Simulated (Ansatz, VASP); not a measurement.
## CdS in VASP and in Ansatz

```xyz
4
Lattice="4.0314 0.0000 0.0000 -2.0157 3.4913 0.0000 0.0000 0.0000 6.7490" Properties=species:S:1:pos:R:3 pbc="T T T"
Cd    0.0000    2.3275    0.0000
Cd    2.0157    1.1638    3.3745
S     0.0000    2.3275    2.5984
S     2.0157    1.1638    5.9729
```

Change from the starting cell: strain -0.025 along x and y, +0.000 along z, atoms carried along.

Alike in both runs: task single point; functional r2SCAN; k mesh 12 × 12 × 4; occupations gaussian, width 0.05 eV; no spin polarisation.

```csv
,VASP,Ansatz
version,VASP 6.6.1,Ansatz 0.2.0
potentials or method,"VASP PAW PBE potentials, release 64 (Cd, S), cutoff 520 eV","scalar-relativistic, plane waves, PAW"
valence electrons in the cell,36,52
```

```tsv
	VASP	Ansatz	Ansatz less VASP
gap on the k mesh at the Fermi level (eV)	1.76	1.76	+0.002
least direct gap on the mesh (eV)	1.76	1.76	+0.002
pressure (GPa)	5.6	5.1	-0.43
traceless stress, the component that is largest in VASP (GPa)	-4.13	-4.03	+0.098
rms of the force components (eV/Å)	0.308	0.299	-0.0090
```

VASP's potentials were made for PBE, not for r2SCAN. Atom by atom the forces differ by 0.009 eV/Å (rms over components). The functional is the same, so the differences come from potentials, cutoffs and numerics. VASP's potentials hold 36 valence electrons a cell and Ansatz's 52, so a difference there can come from the potentials and not from the codes.
